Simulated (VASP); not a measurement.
# Au (P-1) in VASP: single point with PBE

Aim: the single point of Au with PBE.

Program: VASP 6.6.1. These are calculated values, not measurements. Logs are shortened: lines on timing, memory, paths and dates and some standing lists are left out, and cuts for length are marked.

## (1) The cell of the first run

The typed cell holds 2 atoms: a = 2.871 Å, b = 2.876 Å, c = 5.293 Å, α = 103.14°, β = 102.66°, γ = 90.26°.

## (2) Single point, PBE

INCAR reads:

```
SYSTEM = Au
ALGO = Fast ; EDIFF = 1E-7
ENCUT = 520 ; GGA = PE
ISIF = 2 ; ISMEAR = -1
LASPH = .TRUE. ; LCHARG = .FALSE.
LREAL = .FALSE. ; LWAVE = .FALSE.
NBANDS = 18 ; NELM = 60
PREC = Accurate ; SIGMA = 0.05
```

KPOINTS reads:

```
k-points
0
G
  10 10 6
  0 0 0
```

POSCAR reads:

```
Au
1.0
    2.8707087448      0.0000000000      0.0000000000
   -0.0132094378      2.8754912702      0.0000000000
   -1.1602089120     -1.2086602150      5.0205878461
Au
2
Direct
    0.6728620000      0.6659620000      0.2740550000
    0.3271380000      0.3340380000      0.7259450000
```

Potentials or basis: VASP PAW PBE potentials, release 64 (Au).

Run with:

```sh
> cat potpaw_PBE.64/Au/POTCAR > POTCAR
> mpirun -np 1 vasp_std > vasp.out
```

OUTCAR:

```text
SYSTEM = Au
   EDIFF = 1E-7
   ENCUT = 520
   GGA = PE
   ISIF = 2
   ISMEAR = -1
   LASPH = .TRUE.
   LREAL = .FALSE.
   NELM = 60
   PREC = Accurate

 ion  position               nearest neighbor table
   1  0.673  0.666  0.274-   2 2.79   2 2.97   2 3.04   2 3.06   2 3.11
   2  0.327  0.334  0.726-   1 2.79   1 2.97   1 3.04   1 3.06   1 3.11

  LATTYP: Found a triclinic cell.
 ALAT       =     2.8707087448
 B/A-ratio  =     1.4186468224
 C/A-ratio  =     2.8424930260
 COS(alpha) =     0.0022337933
 COS(beta)  =     0.5581870929
 COS(gamma) =     0.7081406305

  Lattice vectors:

 A1 = (  -2.8707087448,   0.0000000000,   0.0000000000)
 A2 = (  -2.8839181826,   2.8754912702,   0.0000000000)
 A3 = (  -4.5547897020,  -4.5423223254,  -5.0205878461)

Analysis of symmetry for initial positions (statically):
=====================================================================
 Subroutine PRICEL returns:
 Original cell was already a primitive cell.

 Routine SETGRP: Setting up the symmetry group for a
 triclinic supercell.

 Subroutine GETGRP returns: Found  2 space group operations
 (whereof  2 operations were pure point group operations)
 out of a pool of  2 trial point group operations.

The static configuration has the point symmetry S_2 .

Analysis of symmetry for dynamics (positions and initial velocities):
=====================================================================
 Subroutine PRICEL returns:
 Original cell was already a primitive cell.

 Routine SETGRP: Setting up the symmetry group for a
 triclinic supercell.

 Subroutine GETGRP returns: Found  2 space group operations
 (whereof  2 operations were pure point group operations)
 out of a pool of  2 trial point group operations.

The dynamic configuration has the point symmetry S_2 .

 Subroutine INISYM returns: Found  2 space group operations
 (whereof  2 operations are pure point group operations),
 and found     1 'primitive' translations

----------------------------------------------------------------------------------------

                                     Primitive cell

  volume of cell :      41.4434

  direct lattice vectors                    reciprocal lattice vectors
     2.870708745  0.000000000  0.000000000     0.348346032  0.001600233  0.080884614
    -0.013209438  2.875491270  0.000000000     0.000000000  0.347766662  0.083721616
    -1.160208912 -1.208660215  5.020587846     0.000000000  0.000000000  0.199179863

  length of vectors
     2.870708745  2.875521611  5.292754156     0.357616889  0.357702334  0.199179863

  position of ions in fractional coordinates (direct lattice)
     0.672862000  0.665962000  0.274055000
     0.327138000  0.334038000  0.725945000

  ion indices of the primitive-cell ions
   primitive index   ion index
                 1           1
                 2           2

----------------------------------------------------------------------------------------

 KPOINTS: k-points

Automatic generation of k-mesh.
 Grid dimensions read from file:
 generate k-points for:   10   10    6

 Generating k-lattice:

  Cartesian coordinates                     Fractional coordinates (reciprocal lattice)
     0.034834603  0.000160023  0.008088461     0.100000000  0.000000000 -0.000000000
     0.000000000  0.034776666  0.008372162     0.000000000  0.100000000 -0.000000000
     0.000000000  0.000000000  0.033196644     0.000000000  0.000000000  0.166666667

  Length of vectors
     0.035761689  0.035770233  0.033196644

  Shift w.r.t. Gamma in fractional coordinates (k-lattice)
     0.000000000  0.000000000  0.000000000

 Subroutine IBZKPT returns following result:
 ===========================================

 Found    304 irreducible k-points:

 Following reciprocal coordinates:
            Coordinates               Weight
  0.000000  0.000000  0.000000      1.000000
  0.100000  0.000000 -0.000000      2.000000
  0.200000  0.000000 -0.000000      2.000000
  0.300000  0.000000 -0.000000      2.000000
  0.400000 -0.000000 -0.000000      2.000000
  0.500000  0.000000 -0.000000      1.000000
[... 16 lines left out ...]
 -0.400000  0.200000  0.000000      2.000000
 -0.300000  0.200000  0.000000      2.000000
 [... further k-points ...]
   k-points           NKPTS =    304   k-points in BZ     NKDIM =    304   number of bands    NBANDS=     18
   number of dos      NEDOS =    301   number of ions     NIONS =      2
   total plane-waves  NPLWV =  23040
   dimension x,y,z NGX =    24 NGY =   24 NGZ =   40
   dimension x,y,z NGXF=    48 NGYF=   48 NGZF=   80
   ions per type =               2
   NGX,Y,Z   is equivalent  to a cutoff of  13.90, 13.88, 12.56 a.u.
   NGXF,Y,Z  is equivalent  to a cutoff of  27.80, 27.75, 25.13 a.u.
 SYSTEM =  Au
   PREC   = accura    normal or accurate (medium, high low for compatibility)
   ISTART =      0    job   : 0-new  1-cont  2-samecut
   ICHARG =      2    charge: 1-file 2-atom 10-const
   ISPIN  =      1    spin polarized calculation?
   LNONCOLLINEAR =      F non collinear calculations
   LSORBIT =      F    spin-orbit coupling
   LASPH  =      T    aspherical Exc in radial PAW
   ENCUT  =  520.0 eV  38.22 Ry    6.18 a.u.   5.34  5.35  9.84*2*pi/ulx,y,z
   NELM   =     60;   NELMIN=  2; NELMDL= -5     # of ELM steps
   EDIFF  = 0.1E-06   stopping-criterion for ELM
   LREAL  =      F    real-space projection
   EDIFFG = 0.1E-05   stopping-criterion for IOM
   NSW    =      0    number of steps for IOM
   IBRION =     -1    ionic relax: 0-MD 1-quasi-New 2-CG
   NFREE  =      0    steps in history (QN), initial steepest desc. (CG)
   ISIF   =      2    stress and relaxation
   ISYM   =      2    0-nonsym 1-usesym 2-fastsym
   POTIM  = 0.5000    time-step for ionic-motion
   TEBEG  =    0.0;   TEEND  =   0.0 temperature during run
   PSTRESS=    0.0 pullay stress
   NELECT =      22.0000    total number of electrons
   NUPDOWN=      -1.0000    fix difference up-down
   EMIN   =  10.00;   EMAX   =-10.00  energy-range for DOS
   EFERMI =   0.00;   METHOD = LEGACY
   ISMEAR =    -1;   SIGMA  =   0.05  broadening in eV -4-tet -1-fermi 0-gaus
   EFERMI_NEDOS =   21; number of points for ismear=-14 and -15
   IALGO  =     68    algorithm
   IMIX   =      4    mixing-type and parameters
     AMIX     =   0.40;   BMIX     =  1.00
     AMIX_MAG =   1.60;   BMIX_MAG =  1.00
  volume/ion in A,a.u.               =      20.72       139.84
  Fermi-wavevector in a.u.,A,eV,Ry     =   1.325553  2.504932 23.906676  1.757091
  Thomas-Fermi vector in A             =   2.455005
   LORBIT       =      0    0 simple, 1 ext, 2 COOP (PROOUT), +10 PAW based schemes
   GGA     = PE    functional components
   LHFCALC =     F    Hartree Fock is set to
   AEXX    =    0.0000 exact exchange contribution
   IVDW    =     0    specifies the selected vdW correction
   LEPSILON=     F    determine dielectric tensor
   LRPA    =     F    only Hartree local field effects (RPA)
 non-spin polarized calculation
 RMM-DIIS sequential band-by-band and
  energy-cutoff  :      520.00
  volume of cell :       41.44
 maximum number of plane-waves:      1135
 NGX is ok and might be reduce to    24
   NGX = 11   NGY = 11   NGZ = 19

 number of electron      22.0000001 magnetization

 Free energy of the ion-electron system (eV)
  ---------------------------------------------------
  ext. energy  EPLUGINS =         0.00000000
  ---------------------------------------------------
  free energy    TOTEN  =        -6.17437421 eV

  energy without entropy =       -6.17078506  energy(sigma->0) =       -6.17257963

 E-fermi :   6.4270     XC(G=0): -11.4868

 val. band max:        6.4261893347   @ k =   0.0000   0.5000   0.3333
 cond. band min:       6.4321679036   @ k =   0.5000   0.0000   0.3333
 fundamental gap:      0.0059785689
 Fermi energy:         6.4270319572

 k-point     1 :       0.0000    0.0000    0.0000
  band No.  band energies     occupation
      1      -1.5366      2.00000
      2       0.8235      2.00000
      3       1.1112      2.00000
      4       1.5805      2.00000
      5       2.0873      2.00000
      6       3.6726      2.00000
[... 10 lines left out ...]
     17      21.7798      0.00000
     18      23.6594      0.00000

 k-point     2 :       0.1000    0.0000   -0.0000
  band No.  band energies     occupation
      1      -1.3051      2.00000
      2       0.9650      2.00000
      3       1.2459      2.00000
      4       1.6920      2.00000
      5       2.1701      2.00000
      6       3.5012      2.00000
[... 10 lines left out ...]
     17      22.0511      0.00000
     18      23.6873      0.00000

 k-point     3 :       0.2000    0.0000   -0.0000
  band No.  band energies     occupation
      1      -0.6752      2.00000
      2       1.1270      2.00000
      3       1.7984      2.00000
      4       1.8969      2.00000
      5       2.5070      2.00000
      6       2.9456      2.00000
[... 10 lines left out ...]
     17      22.8923      0.00000
     18      23.2996      0.00000

 k-point     4 :       0.3000    0.0000   -0.0000
  band No.  band energies     occupation
      1       0.1285      2.00000
      2       1.2364      2.00000
      3       1.9572      2.00000
      4       2.2772      2.00000
      5       2.5395      2.00000
      6       3.1142      2.00000
[... 375 lines left out ...]
      4       2.2271      2.00000
      5       2.5860      2.00000
      6       2.9599      2.00000
[... 10 lines left out ...]
     17      19.7464      0.00000
     18      20.8832      0.00000

 k-point    23 :      -0.4000    0.2000    0.0000
  band No.  band energies     occupation
      1       1.0772      2.00000
      2       1.8353      2.00000
      3       1.9257      2.00000
      4       2.2654      2.00000
      5       2.5975      2.00000
      6       2.9454      2.00000
[... 10 lines left out ...]
     17      19.5890      0.00000
     18      21.2280      0.00000

 k-point    24 :      -0.3000    0.2000    0.0000
  band No.  band energies     occupation
      1       0.6738      2.00000
      2       1.9743      2.00000
      3       2.0292      2.00000
      4       2.3272      2.00000
      5       2.5450      2.00000
      6       2.9541      2.00000
[... 10 lines left out ...]
     17      18.5821      0.00000
     18      23.1091      0.00000

 [... further k-points ...]

------------------------ aborting loop because EDIFF is reached ----------------------------------------

  FORCE on cell =-STRESS in cart. coord.  units (eV):
  Direction    XX          YY          ZZ          XY          YZ          ZX
  --------------------------------------------------------------------------------------
  -------------------------------------------------------------------------------------
  Total       -1.8265145     -1.8692851     -1.3957878      0.0415110      0.0631138      0.0825197
  in kB      -70.6119071    -72.2653950    -53.9602837      1.6047895      2.4399398      3.1901592
  external PRESSURE =     -65.6125286 kB  Pullay stress =       0.0000000 kB

 VOLUME and BASIS-vectors are now :
 -----------------------------------------------------------------------------
  energy-cutoff  :      520.00
  volume of cell :       41.44
      direct lattice vectors                 reciprocal lattice vectors
     2.870708745  0.000000000  0.000000000     0.348346032  0.001600233  0.080884614
    -0.013209438  2.875491270  0.000000000     0.000000000  0.347766662  0.083721616
    -1.160208912 -1.208660215  5.020587846     0.000000000  0.000000000  0.199179863

 POSITION                                       TOTAL-FORCE (eV/Angst)
 -----------------------------------------------------------------------------------
      1.60483      1.58373      1.37592         0.016521      0.013635      0.098943
      0.09246      0.08310      3.64467        -0.016521     -0.013635     -0.098943
 -----------------------------------------------------------------------------------
    total drift:                                0.000000     -0.000000      0.000000

  FREE ENERGIE OF THE ION-ELECTRON SYSTEM (eV)
  ---------------------------------------------------
  free  energy   TOTEN  =        -6.1743742107 eV

  energy  without entropy=       -6.1707850571  energy(sigma->0) =       -6.17257963
```

It took 2 min on 1 thread of Intel Xeon Platinum 8488C (Sapphire Rapids), shared host; peak memory 0.3 GiB.

Results:

```yaml
Free_energy: -6.1744 eV
Pressure: -6.6 GPa
Largest_force: 0.101 eV/Å
Band_gap_on_the_k_mesh: zero (band 11 reaches 9.81 eV, above the bottom of band 12 at 4.77 eV)
```

Forces on the atoms (eV/Å):
```
Au   0.017  0.014  0.099
Au  -0.017 -0.014 -0.099
```

Levels at points of the mesh, in eV from the Fermi level:
```
           k point  band 8  band 9  band 10  band 11  band 12  band 13  band 14  band 15
(0.00, 0.00, 0.00)   -2.26   -2.20    -2.00    -1.66     0.23     2.42    13.61    13.72
(0.50, 0.00, 0.00)   -2.71   -2.25    -1.81     0.41     0.98     2.81     5.19     9.36
(0.00, 0.50, 0.00)   -2.65   -2.23    -1.85     0.36     0.98     2.68     5.14     9.33
(0.50, 0.50, 0.00)   -1.40   -0.93    -0.91     2.78     4.49     5.55     6.45     6.78
(0.00, 0.00, 0.50)   -2.86   -1.95    -1.74    -1.64    -1.60     9.03    11.07    12.10
(0.50, 0.00, 0.50)   -2.33   -1.99    -1.86     0.06     1.32     1.59     4.55     9.59
(0.00, 0.50, 0.50)   -2.33   -1.98    -1.92     0.09     1.28     1.64     4.59     9.57
(0.50, 0.50, 0.50)   -1.64   -0.93    -0.90     3.07     5.05     5.17     6.42     6.66
```

Caveat: spin-orbit coupling is left out, which moves the levels of the heavy elements.
